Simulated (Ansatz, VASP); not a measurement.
Si: VASP beside Ansatz

```
Si
1.0
     2.52700   -0.01264   -0.01264
    -1.27444    2.19476   -0.00462
    -0.01187   -0.01187    2.37300
Si
1
Direct
  0.00000 0.00000 0.00000
```

Alike in both runs: task single point; functional PBE; k mesh 16 × 16 × 14; occupations gaussian, width 0.15 eV; no spin polarisation.

|  | VASP | Ansatz |
| --- | --- | --- |
| version | VASP 6.6.1 | Ansatz 0.2.0 |
| potentials or method | VASP PAW PBE potentials, release 64 (Si), cutoff 520 eV | plane waves, PAW |
| valence electrons in the cell | 4 | 4 |

Ansatz gave:

| Property | Result |
| --- | --- |
| pressure (GPa) | 20.8 |
| traceless stress, the component that is largest in VASP (GPa) | 1.05 |

Estimate VASP's values.

pressure (GPa): 20.7; traceless stress, the component that is largest in VASP (GPa): 1.06.

The functional is the same, so the differences come from potentials, cutoffs and numerics.
